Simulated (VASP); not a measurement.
Input of a VASP 6.6.1 run:

File INCAR:

```
SYSTEM = Rb
ALGO = Normal ; EDIFF = 1E-6
EDIFFG = -0.01 ; ENCUT = 600
GGA = PS ; IBRION = 2
ISIF = 3 ; ISMEAR = -1
LASPH = .True. ; LCHARG = .False.
LREAL = .False. ; LWAVE = .False.
NELM = 100 ; NSW = 60
PREC = Accurate ; PSTRESS = 20.0
SIGMA = 0.05
```

Contents of KPOINTS:

```
k-points
0
Gamma
  7 7 7
  0 0 0
```

Contents of POSCAR:

```
Rb
1.0
   -2.8025000000      2.8025000000      2.8025000000
    2.8025000000     -2.8025000000      2.8025000000
    2.8025000000      2.8025000000     -2.8025000000
Rb
1
Direct
    0.0000000000      0.0000000000      0.0000000000
```

Potentials or basis: VASP PAW PBE potentials, release 64 (Rb_sv).

Launch:

```sh
$ cat potpaw_PBE.64/Rb_sv/POTCAR > POTCAR
$ mpirun -np 1 vasp_std > vasp.out
```

(1) What does it give for the relaxed volume?

(2) Estimate the relaxed cell.

Results:

(1) 60.51 Å³/atom.

(2) a = 4.284 Å, b = 4.284 Å, c = 4.284 Å, α = 109.47°, β = 109.47°, γ = 109.47°.

Caveat: the cell is relaxed towards a set pressure, so the enthalpy falls and the energy may rise; the volume moved by over 15 % at a fixed basis, so the end points are rough; the PAW data sets were made with another functional, which shifts forces and pressure a little.
